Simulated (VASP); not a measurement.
Hg: single point with PBE

Hg:

```
CELL_PARAMETERS angstrom
2.99292 0.00000 0.50309
0.00000 5.48733 0.00000
-1.04501 0.00000 2.84928
ATOMIC_POSITIONS crystal
Hg 0.74990 0.25000 0.75033
Hg 0.25010 0.75000 0.24967
```

| Quantity | Value |
| --- | --- |
| Program | VASP 6.6.1 |
| Task | single point |
| Functional | PBE |
| Potentials or basis | VASP PAW PBE potentials, release 64 (Hg) |
| Cutoff | 520 eV |
| k mesh | 6 × 4 × 6, shifted |
| Occupations | fermi-dirac, width 0.02 eV |
| Spin | no spin polarisation |

```yaml
Pressure: 3.7 GPa
Band_gap_on_the_k_mesh: zero (bands 12 and 13 overlap by 1.22 eV)
```

Stress tensor (GPa, compression positive):
```
3.18 0.00 0.27
0.00 4.28 0.00
0.27 0.00 3.50
```

Levels at points of the mesh, in eV from the Fermi level:
| k point | band 10 | band 11 | band 12 | band 13 | band 14 | band 15 |
| --- | --- | --- | --- | --- | --- | --- |
| (0.08, 0.12, 0.08) | -6.16 | -6.16 | -3.30 | -0.09 | 7.86 | 8.63 |

Wall time 40 s on 1 thread of AMD EPYC 7R13, with other jobs on the host, peak memory 0.14 GiB.

Caveat: the cell stands under pressure; spin-orbit coupling is left out, which moves the levels of the heavy elements.
